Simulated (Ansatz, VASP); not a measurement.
**Cd2As: VASP beside Ansatz**

```
CELL_PARAMETERS angstrom
5.17683 0.00000 0.00000
-2.58842 4.48327 0.00000
0.00000 0.00000 2.92299
ATOMIC_POSITIONS crystal
Cd 0.33333 0.66667 0.50000
Cd 0.66667 0.33333 0.50000
As 0.00000 0.00000 0.00000
```

Alike in both runs: functional PBE; k mesh 6 × 6 × 6; occupations gaussian, width 0.1 eV; no spin polarisation.

Ansatz relaxed the structure, and its values are those at the end. VASP's run is a single point on that final structure, the one shown.

|  | VASP | Ansatz |
| --- | --- | --- |
| version | VASP 6.6.1 | Ansatz 0.2.0 |
| potentials or method | VASP PAW PBE potentials, release 64 (Cd, As), cutoff 520 eV | scalar-relativistic, plane waves, PAW |
| valence electrons in the cell | 29 | 55 |

|  | VASP | Ansatz | Ansatz less VASP |
| --- | --- | --- | --- |
| gap on the k mesh at the Fermi level (eV) | none | none | - |
| pressure (GPa) | 0.1 | -0.2 | -0.25 |

A gap of «none» marks a metal or a gap that the smearing closes. The functional is the same, so the differences come from potentials, cutoffs and numerics. VASP's potentials hold 29 valence electrons a cell and Ansatz's 55, so a difference there can come from the potentials and not from the codes.
